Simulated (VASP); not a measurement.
Runs of VASP 6.6.1 on ZnS. The structure is that of space group I-4m2 (No. 119), or close to it. The cells are those of the table. 

| cell | gap on the mesh (eV) | pressure (GPa) |
| --- | --- | --- |
| a = 3.724, b = 3.724, c = 4.416 Å, angles 53.6, 53.6, 72.7°, 2 atoms | 1.23 | -5.3 |
| a = 4.064, b = 4.064, c = 3.505 Å, angles 64.5, 64.5, 51.1°, 2 atoms | 1.71 | -2.1 |
| a = 3.801, b = 3.801, c = 3.877 Å, angles 59.3, 59.3, 61.3°, 2 atoms | 2.57 | -0.9 |
| a = 3.718, b = 3.718, c = 4.294 Å, angles 54.7, 54.7, 70.5°, 2 atoms | 1.83 | -3.8 |
| a = 3.895, b = 3.895, c = 3.705 Å, angles 61.6, 61.6, 56.8°, 2 atoms | (a) | -1.0 |
| a = 4.173, b = 4.173, c = 3.408 Å, angles 65.9, 65.9, 48.2°, 2 atoms | 0.92 | -2.7 |
| a = 3.726, b = 3.726, c = 4.155 Å, angles 56.1, 56.1, 67.8°, 2 atoms | 2.17 | (b) |
| a = 3.779, b = 3.779, c = 3.933 Å, angles 58.6, 58.6, 62.7°, 2 atoms | 2.48 | -1.0 |

Alike in all rows: task single point; level r2SCAN; potentials or basis VASP PAW PBE potentials, release 64 (Zn, S); no spin polarisation; k mesh 8 × 8 × 8; cutoff (eV) 520; smearing gaussian 0.05 eV.

Estimate the missing entries.

(a) 2.49; (b) -2.4.

Caveats: the PAW data sets were made with another functional, which shifts forces and pressure a little.

A k mesh can miss the band edges.
